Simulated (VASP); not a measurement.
Write the native input for VASP 6.6.1 that does the following.

```
Task                   : single point
Functional             : PBE
Potentials or basis    : VASP PAW PBE potentials, release 64 (Te, As)
Cutoff                 : 520 eV
k mesh                 : 6 × 6 × 6
Occupations            : fermi-dirac, width 0.05 eV
Spin                   : no spin polarisation
Dipole correction      : no
Further INCAR settings : ALGO = Normal; EDIFF = 1e-06; NBANDS = 25
```

The structure of TeAs2 lies in POSCAR:

```
TeAs2
1.0
   -3.5564540000      3.5564540000      2.9405160000
    3.5564540000     -3.5564540000      2.9405160000
    3.5564540000      3.5564540000     -2.9405160000
Te As
2 4
Direct
    0.0000000000      0.0000000000      0.0000000000
    0.7500000000      0.2500000000      0.5000000000
    0.8750000000      0.6250000000      0.2500000000
    0.3750000000      0.6250000000      0.7500000000
    0.3750000000      0.1250000000      0.7500000000
    0.3750000000      0.6250000000      0.2500000000
```

These files were run (other wordings do the same):

INCAR

```
PREC     = Accurate       # precision mode
ENCUT    = 520            # plane-wave cutoff, eV
EDIFF    = 1E-6           # SCF threshold, eV
ISMEAR   = -1             # smearing method
SIGMA    = 0.05           # smearing width, eV
LREAL    = False          # projectors in reciprocal space
LASPH    = True           # aspherical terms in the spheres
NELM     = 100            # most SCF steps
ALGO     = Normal         # electronic algorithm
ISIF     = 2              # what is computed and relaxed
LWAVE    = False          # write WAVECAR
LCHARG   = False          # write CHGCAR
GGA      = PE             # functional
NBANDS   = 25             # bands
```

KPOINTS

```
Automatic mesh
0
Gamma
  6 6 6
```

Potentials or basis: VASP PAW PBE potentials, release 64 (Te, As).

Command:

```console
$ cat potpaw_PBE.64/Te/POTCAR potpaw_PBE.64/As/POTCAR > POTCAR
$ mpirun -np 1 vasp_std > vasp.out
```

Results of the run:

```yaml
Pressure: -0.8 GPa
Band_gap_on_the_k_mesh: zero (bands 16 and 17 overlap by 0.52 eV)
```

Caveat: spin-orbit coupling is left out, which moves the levels of the heavy elements.

Run time: 2.1 min on 1 thread of Intel(R) Xeon(R) Platinum 8375C CPU @ 2.90GHz (Ice Lake), on a shared host, peak memory 0.35 GiB.
